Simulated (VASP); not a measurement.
Write the native input for VASP 6.6.1 that does the following.

```yaml
Task: single point
Functional: HSE06
Potentials_or_basis: VASP PAW PBE potentials, release 64 (Sn_d, Se)
Cutoff: 400 eV
k_mesh: 6 × 6 × 4
Occupations: gaussian, width 0.01 eV
Spin: no spin polarisation
Dipole_correction: no
Grid_for_exact_exchange_PRECFOCK: Normal
Further_INCAR_settings: ALGO = Normal; EDIFF = 1e-06; NBANDS = 20
Share_of_exact_exchange: 0.25
Screening_parameter: 0.2079 1/Å
```

The system is SnSe2.

```
CELL_PARAMETERS angstrom
3.82515 0.00000 0.00000
-1.91257 3.31268 0.00000
0.00000 0.00000 6.22708
ATOMIC_POSITIONS crystal
Sn 0.00000 0.00000 0.00000
Se 0.33333 0.66667 0.25308
Se 0.66667 0.33333 0.74692
```

One way to write it, as run:

POSCAR

```
SnSe2
1.0
    3.8251491972      0.0000000000      0.0000000000
   -1.9125745986      3.3126763781      0.0000000000
    0.0000000000      0.0000000000      6.2270814759
Sn Se
1 2
Direct
    0.0000000000      0.0000000000      0.0000000000
    0.3333333333      0.6666666667      0.2530781097
    0.6666666667      0.3333333333      0.7469218903
```

INCAR.step1

```
PREC = Accurate ; ENCUT = 400
EDIFF = 1E-5 ; ISMEAR = 0
SIGMA = 0.01 ; LREAL = F
LASPH = T ; NELM = 120
ALGO = Normal ; ISIF = 2
LWAVE = T ; LCHARG = F
GGA = PE ; NBANDS = 20
GGA_COMPAT = F ; KPAR = 4
```

INCAR.step2

```
PREC = Accurate ; ENCUT = 400
EDIFF = 1E-6 ; ISMEAR = 0
SIGMA = 0.01 ; LREAL = F
LASPH = T ; NELM = 120
ALGO = Normal ; ISIF = 2
LWAVE = F ; LCHARG = F
GGA = PE ; LHFCALC = T
HFSCREEN = 0.2079 ; PRECFOCK = Normal
ISTART = 1 ; NBANDS = 20
GGA_COMPAT = F ; KPAR = 4
```

KPOINTS

```
regular mesh
0
Gamma
  6 6 4
```

Potentials or basis: VASP PAW PBE potentials, release 64 (Sn_d, Se).

Run with:

```console
$ cat potpaw_PBE.64/Sn_d/POTCAR potpaw_PBE.64/Se/POTCAR > POTCAR
$ cp INCAR.step1 INCAR
$ mpirun -np 4 vasp_std > vasp.out
$ cp INCAR.step2 INCAR
$ mpirun -np 4 vasp_std > vasp.out
```

It gave:

| Item | Value |
| --- | --- |
| Pressure | 0.0 GPa |
| Largest force | 0.237 eV/Å |
| Band gap on the k mesh | 1.42 eV (least direct gap 1.89 eV) |

Caveat: the PAW data sets were made with another functional, which shifts forces and pressure a little; spin-orbit coupling is left out, which moves the levels of the heavy elements; this functional lacks dispersion, which binds layers or chains, so the pressure and a relaxed spacing across them are unreliable.

Wall time 22 min on 4 MPI ranks on Intel(R) Xeon(R) Platinum 8375C CPU @ 2.90GHz (Ice Lake), on a shared host, peak memory 0.29 GiB a rank.
